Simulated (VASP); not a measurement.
Here is a VASP 6.6.1 calculation.

Contents of INCAR:

```
SYSTEM = Ir
PREC     = Accurate       ! precision mode
ENCUT    = 400            ! plane-wave cutoff, eV
EDIFF    = 1E-6           ! SCF threshold, eV
ISMEAR   = 0              ! smearing method
SIGMA    = 0.1            ! smearing width, eV
LREAL    = .FALSE.        ! projectors in reciprocal space
LASPH    = .TRUE.         ! aspherical terms in the spheres
NELM     = 120            ! most SCF steps
ALGO     = Normal         ! electronic algorithm
ISIF     = 2              ! what is computed and relaxed
LWAVE    = .FALSE.        ! write WAVECAR
LCHARG   = .FALSE.        ! write CHGCAR
LDIPOL   = .TRUE.       
IDIPOL   = 3            
DIPOL    = 0.5 0.5 0.286
GGA      = CA             ! functional
NBANDS   = 26             ! bands
GGA_COMPAT= .FALSE.      
NELMDL   = -8
```

Contents of KPOINTS:

```
Automatic mesh
0
G
  10 7 1
  0 0 0
```

File POSCAR:

```
Ir
1.0
    2.6946510889      0.0000000000      0.0000000000
    0.0000000000      3.8108121157      0.0000000000
    0.0000000000      0.0000000000     20.8996674862
Ir
4
Direct
    0.5000000000      0.5000000000      0.1913906048
    0.0000000000      0.0000000000      0.2558569675
    0.5000000000      0.5000000000      0.3196964379
    0.0000000000      0.0000000000      0.3779805344
```

Potentials or basis: VASP PAW LDA potentials, release 64 (Ir).

Run with:

```sh
$ cat potpaw_LDA.64/Ir/POTCAR > POTCAR
$ mpirun -np 1 vasp_std > vasp.out
```

What does it give for the band gap on the k mesh?

Zero (band 18 reaches -0.51 eV, above the bottom of band 19 at -1.53 eV).

What does it give for the largest force?

1.361 eV/Å.

Forces on the atoms (eV/Å):
```
Ir   0.000  0.000  1.234
Ir   0.000  0.000 -1.361
Ir   0.000  0.000 -0.031
Ir   0.000  0.000  0.158
```

Caveat: spin-orbit coupling is left out, which moves the levels of the heavy elements.
